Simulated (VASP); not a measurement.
# I (C2/m) in VASP: further runs, part 2 of 3

VASP 6.6.1.

### Step 3. Single point, PBEsol

This run uses another cell than the first one, of 24.57 Å³/atom.

Contents of INCAR:

```
PREC = Accurate ; ENCUT = 520
EDIFF = 1E-7 ; ISMEAR = -1
SIGMA = 0.05 ; LREAL = F
LASPH = T ; NELM = 100
ALGO = Normal ; ISIF = 2
LWAVE = F ; LCHARG = T
GGA = PS ; LELF = T
LVHAR = T ; NBANDS = 10
```

Contents of KPOINTS:

```
Automatic mesh
0
Gamma
  7 7 11
```

Contents of POSCAR:

```
I
1.0
    2.1132803395     -2.7050259694     -0.3823984067
    2.1132803395      2.7050259694     -0.3823984067
   -1.7081556022      0.0000000000      2.4577284165
I
1
Direct
    0.5000000000      0.5000000000      0.5000000000
```

Potentials or basis: VASP PAW PBE potentials, release 64 (I).

Command:

```
$ cat potpaw_PBE.64/I/POTCAR > POTCAR
$ mpirun -np 1 vasp_std > vasp.out
```

OUTCAR:

```text
PREC = Accurate
   ENCUT = 520
   EDIFF = 1E-7
   ISMEAR = -1
   LREAL = F
   LASPH = T
   NELM = 100
   ISIF = 2
   GGA = PS

 ion  position               nearest neighbor table
   1  0.500  0.500  0.500-

  Warning from LATTYP: Got some problem with cell dimensions!
  Tried to take original basis but could not verify dimensions!
  LATTYP: Found a base centered monoclinic cell.
 ALAT       =     4.2290049432
 B/A-ratio  =     1.2792730232
 C/A-ratio  =     0.7077384310
 COS(beta)  =    -0.6965939528

  Lattice vectors:

 A1 = (  -0.4051247373,   2.7050259694,  -2.0753300098)
 A2 = (  -0.4051247373,  -2.7050259694,  -2.0753300098)
 A3 = (  -1.7081556022,   0.0000000000,   2.4577284165)

Analysis of symmetry for initial positions (statically):
=====================================================================
 Subroutine PRICEL returns:
 Original cell was already a primitive cell.

 Routine SETGRP: Setting up the symmetry group for a
 base centered monoclinic supercell.

 Subroutine GETGRP returns: Found  4 space group operations
 (whereof  4 operations were pure point group operations)
 out of a pool of  4 trial point group operations.

The static configuration has the point symmetry C_2h.

Analysis of symmetry for dynamics (positions and initial velocities):
=====================================================================
 Subroutine PRICEL returns:
 Original cell was already a primitive cell.

 Routine SETGRP: Setting up the symmetry group for a
 base centered monoclinic supercell.

 Subroutine GETGRP returns: Found  4 space group operations
 (whereof  4 operations were pure point group operations)
 out of a pool of  4 trial point group operations.

The dynamic configuration has the point symmetry C_2h.

 Subroutine INISYM returns: Found  4 space group operations
 (whereof  4 operations are pure point group operations),
 and found     1 'primitive' translations

[... 117 lines left out ...]
   GGA     = PS    functional components
   LHFCALC =     F    Hartree Fock is set to
   AEXX    =    0.0000 exact exchange contribution
   IVDW    =     0    specifies the selected vdW correction
   LEPSILON=     F    determine dielectric tensor
   LRPA    =     F    only Hartree local field effects (RPA)
 non-spin polarized calculation
  energy-cutoff  :      520.00
  volume of cell :       24.57
 maximum number of plane-waves:       678
 NGX is ok and might be reduce to    28
   NGX = 13   NGY = 13   NGZ = 11

 number of electron       7.0000000 magnetization

 Free energy of the ion-electron system (eV)
  ---------------------------------------------------
  ext. energy  EPLUGINS =         0.00000000
  ---------------------------------------------------
  free energy    TOTEN  =        -1.15084273 eV

  energy without entropy =       -1.14842469  energy(sigma->0) =       -1.14963371

 E-fermi :   9.7867     XC(G=0): -10.8886

 val. band max:        9.6965133685   @ k =   0.1429  -0.0000   0.0909
 cond. band min:       9.8578122111   @ k =  -0.1429   0.0000   0.0909
 fundamental gap:      0.1612988426
 Fermi energy:         9.7867392824

 k-point     1 :       0.0000    0.0000    0.0000
  band No.  band energies     occupation
      1      -6.8182      2.00000
      2      10.7126      0.00000
      3      11.6817      0.00000
      4      12.0323      0.00000
      5      17.9147      0.00000
      6      18.3928      0.00000
      7      20.3811      0.00000
      8      20.4349      0.00000
      9      20.7960      0.00000
     10      21.0173      0.00000
[... 287 lines left out ...]
 k-point    24 :       0.1429    0.1429    0.0909
  band No.  band energies     occupation
      1      -4.7777      2.00000
      2       4.7083      2.00000
      3       7.8993      2.00000
      4      11.5927      0.00000
      5      17.1741      0.00000
      6      18.7077      0.00000
      7      20.9276      0.00000
      8      21.0915      0.00000
      9      21.5184      0.00000
     10      24.6766      0.00000

 [... further k-points ...]

------------------------ aborting loop because EDIFF is reached ----------------------------------------

  FORCE on cell =-STRESS in cart. coord.  units (eV):
  Direction    XX          YY          ZZ          XY          YZ          ZX
  --------------------------------------------------------------------------------------
  -------------------------------------------------------------------------------------
  Total        3.0769630      3.0754341      3.0751554      0.0000000      0.0000000      0.0012503
  in kB      200.6832772    200.5835613    200.5653815      0.0000000      0.0000000      0.0815442
  external PRESSURE =     200.6107400 kB  Pullay stress =       0.0000000 kB

 VOLUME and BASIS-vectors are now :
 -----------------------------------------------------------------------------
  energy-cutoff  :      520.00
  volume of cell :       24.57
      direct lattice vectors                 reciprocal lattice vectors
     2.113280340 -2.705025969 -0.382398407     0.270634808 -0.184841109  0.188094974
     2.113280340  2.705025969 -0.382398407     0.270634808  0.184841109  0.188094974
    -1.708155602  0.000000000  2.457728417     0.084216237  0.000000000  0.465411243

 POSITION                                       TOTAL-FORCE (eV/Angst)
 -----------------------------------------------------------------------------------
      1.25920      0.00000      0.84647         0.000000     -0.000000      0.000000
 -----------------------------------------------------------------------------------
    total drift:                                0.000000      0.000000      0.000000

  FREE ENERGIE OF THE ION-ELECTRON SYSTEM (eV)
  ---------------------------------------------------
  free  energy   TOTEN  =        -1.1508427306 eV

  energy  without entropy=       -1.1484246929  energy(sigma->0) =       -1.14963371
```

stdout:

```text
POSCAR found type information on POSCAR I
 POSCAR found :  1 types and       1 ions
 scaLAPACK will be used
 -----------------------------------------------------------------------------
|                                                                             |
|                                                                             |
|     You enforced a specific xc type in the INCAR file but a different       |
|     I HOPE YOU KNOW WHAT YOU ARE DOING!                                     |
|                                                                             |
 -----------------------------------------------------------------------------

 LDA part: xc-table for (Slater+PW92), standard interpolation
 POSCAR, INCAR and KPOINTS ok, starting setup
 FFT: planning ... GRIDC
 FFT: planning ... GRID_SOFT
 FFT: planning ... GRID
 WAVECAR not read
 entering main loop
```

Wall time 47 s (1 thread of Intel Xeon 8259CL, shared host); peak memory 0.17 GiB.

What came out:

```
Free energy            : -1.1508 eV
Pressure               : 20.1 GPa
Band gap on the k mesh : zero (an odd number of electrons rules out a gap without spin polarisation)
```

Levels at points of the mesh, in eV from the Fermi level:
```
           k point  band 1  band 2  band 3  band 4  band 5  band 6  band 7  band 8
(0.00, 0.00, 0.00)  -16.60    0.93    1.89    2.25    8.13    8.61   10.59   10.65
```

Caveat: the cell stands under pressure; the PAW data sets were made with another functional, which shifts forces and pressure a little; spin-orbit coupling is left out, which moves the levels of the heavy elements; an odd number of electrons without spin polarisation forces a metal; a magnetic or distorted state may lie lower.

### Step 4. Single point, PBEsol

This run uses another cell than the first one, of 28.21 Å³/atom.

Contents of INCAR:

```
SYSTEM = I
  PREC = Accurate
  ENCUT = 520
  EDIFF = 1E-6
  ISMEAR = -1
  SIGMA = 0.05
  LREAL = .False.
  LASPH = .True.
  NELM = 100
  ALGO = Normal
  ISIF = 2
  LWAVE = .False.
  LCHARG = .False.
  GGA = PS
  NBANDS = 10
```

Contents of KPOINTS:

```
regular mesh
0
Gamma
  7 7 11
  0 0 0
```

Contents of POSCAR:

```
I
1.0
    2.1253441826     -3.0475121542     -0.3854222914
    2.1253441826      3.0475121542     -0.3854222914
   -1.7186955911      0.0000000000      2.4897526366
I
1
Direct
    0.5000000000      0.5000000000      0.5000000000
```

Potentials or basis: VASP PAW PBE potentials, release 64 (I).

Command:

```
$ cat potpaw_PBE.64/I/POTCAR > POTCAR
$ mpirun -np 1 vasp_std > vasp.out
```

OUTCAR:

```text
SYSTEM = I
   PREC = Accurate
   ENCUT = 520
   EDIFF = 1E-6
   ISMEAR = -1
   LREAL = .False.
   LASPH = .True.
   NELM = 100
   ISIF = 2
   GGA = PS

 ion  position               nearest neighbor table
   1  0.500  0.500  0.500-

  Warning from LATTYP: Got some problem with cell dimensions!
  Tried to take original basis but could not verify dimensions!
  LATTYP: Found a base centered monoclinic cell.
 ALAT       =     4.2865227300
 B/A-ratio  =     1.4219041149
 C/A-ratio  =     0.7057834097
 COS(beta)  =    -0.7002260752

  Lattice vectors:

 A1 = (  -0.4066485915,   3.0475121542,  -2.1043303452)
 A2 = (  -0.4066485915,  -3.0475121542,  -2.1043303452)
 A3 = (  -1.7186955911,   0.0000000000,   2.4897526366)

Analysis of symmetry for initial positions (statically):
=====================================================================
 Subroutine PRICEL returns:
 Original cell was already a primitive cell.

 Routine SETGRP: Setting up the symmetry group for a
 base centered monoclinic supercell.

[... 167 lines left out ...]
 fundamental gap:      0.0172559003
 Fermi energy:         7.6264758434

 k-point     1 :       0.0000    0.0000    0.0000
  band No.  band energies     occupation
      1      -7.9222      2.00000
      2       7.2320      1.99925
      3       9.2213      0.00000
      4       9.5082      0.00000
      5      14.0010      0.00000
      6      15.4625      0.00000
      7      17.3403      0.00000
      8      19.0331      0.00000
      9      19.3642      0.00000
     10      19.4998      0.00000
[... 287 lines left out ...]
 k-point    24 :       0.1429    0.1429    0.0909
  band No.  band energies     occupation
      1      -6.1097      2.00000
      2       2.5650      2.00000
      3       6.1475      2.00000
      4       9.3611      0.00000
      5      14.0183      0.00000
      6      15.8174      0.00000
      7      18.0679      0.00000
      8      19.0038      0.00000
      9      19.1465      0.00000
     10      22.8420      0.00000

 [... further k-points ...]

------------------------ aborting loop because EDIFF is reached ----------------------------------------

  FORCE on cell =-STRESS in cart. coord.  units (eV):
  Direction    XX          YY          ZZ          XY          YZ          ZX
  --------------------------------------------------------------------------------------
  -------------------------------------------------------------------------------------
  Total        1.7623795      1.7644141      1.7610285      0.0000000      0.0000000      0.0007867
  in kB      100.0766107    100.1921481     99.9998937      0.0000000      0.0000000      0.0446742
  external PRESSURE =     100.0895508 kB  Pullay stress =       0.0000000 kB

 VOLUME and BASIS-vectors are now :
 -----------------------------------------------------------------------------
  energy-cutoff  :      520.00
  volume of cell :       28.21
      direct lattice vectors                 reciprocal lattice vectors
     2.125344183 -3.047512154 -0.385422291     0.268920698 -0.164068255  0.185638048
     2.125344183  3.047512154 -0.385422291     0.268920698  0.164068255  0.185638048
    -1.718695591  0.000000000  2.489752637     0.083259702  0.000000000  0.459121146

 POSITION                                       TOTAL-FORCE (eV/Angst)
 -----------------------------------------------------------------------------------
      1.26600      0.00000      0.85945        -0.000000     -0.000000      0.000000
 -----------------------------------------------------------------------------------
    total drift:                                0.000000      0.000000      0.000000

  FREE ENERGIE OF THE ION-ELECTRON SYSTEM (eV)
  ---------------------------------------------------
  free  energy   TOTEN  =        -1.4824206008 eV

  energy  without entropy=       -1.4792510314  energy(sigma->0) =       -1.48083582
```

stdout:

```text
POSCAR found type information on POSCAR I
 POSCAR found :  1 types and       1 ions
 scaLAPACK will be used
 -----------------------------------------------------------------------------
|                                                                             |
|                                                                             |
|     You enforced a specific xc type in the INCAR file but a different       |
|     I HOPE YOU KNOW WHAT YOU ARE DOING!                                     |
|                                                                             |
 -----------------------------------------------------------------------------

 LDA part: xc-table for (Slater+PW92), standard interpolation
 POSCAR, INCAR and KPOINTS ok, starting setup
 FFT: planning ... GRIDC
 FFT: planning ... GRID_SOFT
 FFT: planning ... GRID
 WAVECAR not read
 entering main loop
```

Wall time 43 s (1 thread of Intel Xeon 8259CL, shared host); peak memory 0.18 GiB.

Results:

```
Free energy            : -1.4824 eV
Pressure               : 10.0 GPa
Band gap on the k mesh : zero (an odd number of electrons rules out a gap without spin polarisation)
```

Caveat: the cell stands under pressure; the PAW data sets were made with another functional, which shifts forces and pressure a little; spin-orbit coupling is left out, which moves the levels of the heavy elements; an odd number of electrons without spin polarisation forces a metal; a magnetic or distorted state may lie lower.

### Step 5. Single point, PBEsol

This run uses another cell than the first one, of 31.04 Å³/atom.

Contents of INCAR:

```
SYSTEM = I
PREC = Accurate ; ENCUT = 520
EDIFF = 1E-6 ; ISMEAR = -1
SIGMA = 0.05 ; LREAL = .FALSE.
LASPH = .TRUE. ; NELM = 80
ALGO = Normal ; ISIF = 2
LWAVE = .FALSE. ; LCHARG = .TRUE.
GGA = PS ; LELF = .TRUE.
LVHAR = .TRUE. ; NBANDS = 10
```

Contents of KPOINTS:

```
regular mesh
0
G
  7 7 11
  0 0 0
```

Contents of POSCAR:

```
I
1.0
    2.1514208363     -3.2347504203     -0.3572318197
    2.1514208363      3.2347504203     -0.3572318197
   -1.7089028865      0.0000000000      2.5140964802
I
1
Direct
    0.5000000000      0.5000000000      0.5000000000
```

Command:

```
$ cat potpaw_PBE.64/I/POTCAR > POTCAR
$ mpirun -np 1 vasp_std > vasp.out
```

Wall time 66 s (1 thread of Intel Xeon 8259CL, shared host); peak memory 0.19 GiB.

Results (log left out):

* Free energy: -1.6105 eV
* Pressure: 5.0 GPa
* Band gap on the k mesh: zero (an odd number of electrons rules out a gap without spin polarisation)

Levels at points of the mesh, in eV from the Fermi level:
| k point | band 1 | band 2 | band 3 | band 4 | band 5 | band 6 | band 7 | band 8 |
| --- | --- | --- | --- | --- | --- | --- | --- | --- |
| (0.00, 0.00, 0.00) | -14.95 | -0.87 | 1.06 | 1.91 | 5.66 | 7.70 | 9.28 | 11.23 |

Caveat: the cell stands under pressure; the PAW data sets were made with another functional, which shifts forces and pressure a little; spin-orbit coupling is left out, which moves the levels of the heavy elements; an odd number of electrons without spin polarisation forces a metal; a magnetic or distorted state may lie lower.

(Part 2 of 3 ends here.)
